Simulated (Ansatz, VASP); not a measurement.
Two plane-wave programs on NaSb2

```xyz
6
Lattice="-3.5973 3.5973 2.9944 3.5973 -3.5973 2.9944 3.5973 3.5973 -2.9944" Properties=species:S:1:pos:R:3 pbc="T T T"
Na    0.0000    0.0000    1.4972
Na    0.0000    0.0000    4.4916
Sb    1.2015    4.7988    0.0000
Sb    2.3958    1.2015    0.0000
Sb    2.3958   -1.2015    2.9944
Sb    1.2015    2.3958    2.9944
```

Alike in both runs: task relaxation of cell and atoms; functional PBE; k mesh 8 × 8 × 8; occupations gaussian, width 0.1 eV; no spin polarisation.

|  | VASP | Ansatz |
| --- | --- | --- |
| version | VASP 6.6.1 | Ansatz 0.2.0 |
| potentials or method | VASP PAW PBE potentials, release 64 (Na_pv, Sb), cutoff 600 eV | scalar-relativistic, plane waves, PAW |
| valence electrons in the cell | 34 | 78 |

VASP gave:

| Property | Result |
| --- | --- |
| gap on the k mesh at the Fermi level, each at its own relaxed structure (eV) | none |
| relaxed volume (Å³/atom) | 28.37 |
| relaxed length of the cell vector where the two differ most in proportion (Å) | 6.154 |

**Question.** What did Ansatz give for the same quantities?

**Answer.** gap on the k mesh at the Fermi level, each at its own relaxed structure (eV): none; relaxed volume (Å³/atom): 28.35; relaxed length of the cell vector where the two differ most in proportion (Å): 6.152.

A gap of «none» marks a metal or a gap that the smearing closes. VASP's potentials hold 34 valence electrons a cell and Ansatz's 78, so a difference there can come from the potentials and not from the codes.

Neither program's run includes spin-orbit coupling.
